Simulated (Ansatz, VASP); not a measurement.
## NaHfO: VASP beside Ansatz

```
Na Hf O
1.0
     5.51551    0.00000    0.00000
     0.00000    5.51551    0.00000
     0.00000    0.00000    4.18902
Na Hf O
2 2 2
Direct
  0.50000 0.50000 0.76988
  0.50000 0.50000 0.23012
  0.50000 0.00000 0.50000
  0.00000 0.50000 0.50000
  0.50000 0.00000 0.00000
  0.00000 0.50000 0.00000
```

Alike in both runs: functional PBE; k mesh 4 × 4 × 4; occupations gaussian, width 0.1 eV; no spin polarisation.

Ansatz relaxed the structure, and its values are those at the end. VASP's run is a single point on that final structure, the one shown.

|  | VASP | Ansatz |
| --- | --- | --- |
| version | VASP 6.6.1 | Ansatz 0.2.0 |
| potentials or method | VASP PAW PBE potentials, release 64 (Na_pv, Hf_pv, O), cutoff 520 eV | scalar-relativistic, plane waves, PAW |
| valence electrons in the cell | 46 | 82 |

```tsv
	VASP	Ansatz	Ansatz less VASP
gap on the k mesh at the Fermi level (eV)	none	none	-
pressure (GPa)	-0.3	0.1	+0.48
rms of the force components (eV/Å)	0.012	0.002	-0.0099
```

A gap of «none» marks a metal or a gap that the smearing closes. With one functional, cell and mesh, what is left measures potentials, basis and numerics. VASP's potentials hold 46 valence electrons a cell and Ansatz's 82, so a difference there can come from the potentials and not from the codes.

The k mesh is coarse, so the values compare programs but aren't converged. Neither program's run includes spin-orbit coupling.
